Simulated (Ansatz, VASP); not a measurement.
## Two plane-wave programs on CaC3

```
Ca C
1.0
    -1.75923    1.75923    3.55893
     1.75923   -1.75923    3.55893
     1.75923    1.75923   -3.55893
Ca C
1 3
Cartesian
  0.0000 0.0000 0.0000
  0.0000 0.0000 3.5589
  1.7592 0.0000 1.7795
  0.0000 1.7592 1.7795
```

Alike in both runs: functional PBE; k mesh 18 × 18 × 18; occupations gaussian, width 0.1 eV; no spin polarisation.

Ansatz relaxed the structure, and its values are those at the end. VASP's run is a single point on that final structure, the one shown.

```csv
,VASP,Ansatz
version,VASP 6.6.1,Ansatz 0.2.0
potentials or method,"VASP PAW PBE potentials, release 64 (Ca_sv, C), cutoff 520 eV","scalar-relativistic, plane waves, PAW"
valence electrons in the cell,22,22
```

```csv
,VASP,Ansatz,Ansatz less VASP
gap on the k mesh at the Fermi level (eV),none,none,-
pressure (GPa),0.5,0.0,-0.54
```

A gap of «none» marks a metal or a gap that the smearing closes. With one functional, cell and mesh, what is left measures potentials, basis and numerics.
